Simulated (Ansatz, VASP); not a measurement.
## B3C2 in VASP and in Ansatz

```
B C
1.0
     3.94759    0.00000    0.00000
    -1.97379    3.41871    0.00000
     0.00000    0.00000    5.10264
B C
6 4
Direct
  0.71234 0.65203 0.25000
  0.65203 0.93969 0.75000
  0.93969 0.28766 0.25000
  0.06031 0.71234 0.75000
  0.28766 0.34797 0.75000
  0.34797 0.06031 0.25000
  0.66667 0.33333 0.75000
  0.33333 0.66667 0.25000
  0.00000 0.00000 0.50000
  0.00000 0.00000 0.00000
```

Change from the starting cell: species swapped into the Er3Ru2 type (P6_3/m, No. 176).

Alike in both runs: task relaxation of cell and atoms; functional PBE; k mesh 6 × 6 × 4; occupations gaussian, width 0.1 eV; no spin polarisation.

|  | VASP | Ansatz |
| --- | --- | --- |
| version | VASP 6.6.1 | Ansatz 0.2.0 |
| potentials or method | VASP PAW PBE potentials, release 64 (B, C), cutoff 600 eV | scalar-relativistic, plane waves, PAW |
| valence electrons in the cell | 34 | 34 |

Ansatz gave:

```
gap on the k mesh at the Fermi level, each at its own relaxed structure (eV) : none
relaxed volume (Å³/atom)                                                     : 6.91
relaxed length of the cell vector where the two differ most in proportion (Å)              : 5.090
```

Q: What did VASP give for the same quantities?

A: gap on the k mesh at the Fermi level, each at its own relaxed structure (eV): none; relaxed volume (Å³/atom): 6.89; relaxed length of the cell vector where the two differ most in proportion (Å): 5.083.

A gap of «none» marks a metal or a gap that the smearing closes.
